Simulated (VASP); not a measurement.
Wanted: the native input for a VASP 6.6.1 run.

* Task: single point
* Functional: PBE
* Dispersion: D3(BJ)
* Potentials or basis: VASP PAW PBE potentials, release 64 (Ge_d, S)
* Cutoff: 500 eV
* k mesh: 4 × 8 × 6
* Occupations: gaussian, width 0.02 eV
* Spin: no spin polarisation
* Dipole correction: no
* Further INCAR settings: ALGO = Normal; EDIFF = 1e-06; NBANDS = 50

The structure of GeS lies in POSCAR:

```
GeS
1.0
   10.2805893342      0.0000000000      0.0000000000
    0.0000000000      3.6632846981      0.0000000000
    0.0000000000      0.0000000000      4.1288571361
Ge S
4 4
Direct
    0.1190635625      0.2500000000      0.1189007779
    0.3809364375      0.7500000000      0.6189007779
    0.6190635625      0.2500000000      0.3810992221
    0.8809364375      0.7500000000      0.8810992221
    0.8527504861      0.2500000000      0.4934921370
    0.6472495139      0.7500000000     -0.0065078630
    0.3527504861      0.2500000000      1.0065078630
    0.1472495139      0.7500000000      0.5065078630
```

These files were run (other wordings do the same):

INCAR

```
PREC     = Accurate       # precision mode
ENCUT    = 500            # plane-wave cutoff, eV
EDIFF    = 1E-6           # SCF threshold, eV
ISMEAR   = 0              # smearing method
SIGMA    = 0.02           # smearing width, eV
LREAL    = F              # projectors in reciprocal space
LASPH    = T              # aspherical terms in the spheres
NELM     = 120            # most SCF steps
ALGO     = Normal         # electronic algorithm
ISIF     = 2              # what is computed and relaxed
LWAVE    = F              # write WAVECAR
LCHARG   = F              # write CHGCAR
GGA      = PE             # functional
IVDW     = 12             # dispersion correction
NBANDS   = 50             # bands
GGA_COMPAT= F
```

KPOINTS

```
regular mesh
0
Gamma
  4 8 6
```

Potentials or basis: VASP PAW PBE potentials, release 64 (Ge_d, S).

The run is started by

```console
$ cat potpaw_PBE.64/Ge_d/POTCAR potpaw_PBE.64/S/POTCAR > POTCAR
$ mpirun -np 1 vasp_std > vasp.out
```

It gave:

The pressure is 1.6 GPa and the largest force is 0.005 eV/Å. The band gap on the k mesh is 0.84 eV (least direct gap 1.11 eV). The dispersion energy per atom is -0.332 eV.

Run time: 9.5 min on 1 thread of Oxide Virtual Turin-like Processor (shared host), peak memory 0.43 GiB.
